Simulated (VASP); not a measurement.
AlN: vibrations by perturbation theory with PBEsol

AlN:

```
CELL_PARAMETERS angstrom
0.00000 2.18171 2.18171
2.18171 0.00000 2.18171
2.18171 2.18171 0.00000
ATOMIC_POSITIONS crystal
Al 0.00000 0.00000 0.00000
N 0.75000 0.75000 0.75000
```

| Quantity | Value |
| --- | --- |
| Program | VASP 6.6.1 |
| Task | vibrations by perturbation theory |
| Functional | PBEsol |
| Potentials or basis | VASP PAW PBE potentials, release 64 (Al, N) |
| Cutoff | 520 eV |
| k mesh | 10 × 10 × 10 |
| Occupations | gaussian, width 0.01 eV |
| Spin | no spin polarisation |
| Dipole correction | no |
| Further INCAR settings | ALGO = Normal; EDIFF = 1e-08; IBRION = 8; NSW = 1 |

* Electronic dielectric tensor (diagonal): 4.62
* Born charges (mean of the diagonal): Al +2.53; N -2.53 e
* Highest phonon frequency at Γ, LO-TO splitting left out: 661 cm⁻¹

Phonon frequencies in cm⁻¹ (negative: imaginary):
```csv
q point,frequencies
"(0.000, 0.000, 0.000)",0 0 0 661 661 661
```

Electronic dielectric tensor:
```
4.62 0.00 0.00
0.00 4.62 0.00
0.00 0.00 4.62
```

Born effective charge tensors (e):
atom 1, Al
```
2.53 0.00 0.00
0.00 2.53 0.00
0.00 0.00 2.53
```
atom 2, N
```
-2.53  0.00  0.00
 0.00 -2.53  0.00
 0.00  0.00 -2.53
```

Run time: 2.6 min on 1 thread of AMD EPYC 7R13 Processor (Zen 3), with other jobs on the host, peak memory 0.17 GiB.

Caveat: the cell wasn't relaxed at this level first, which shifts response properties.
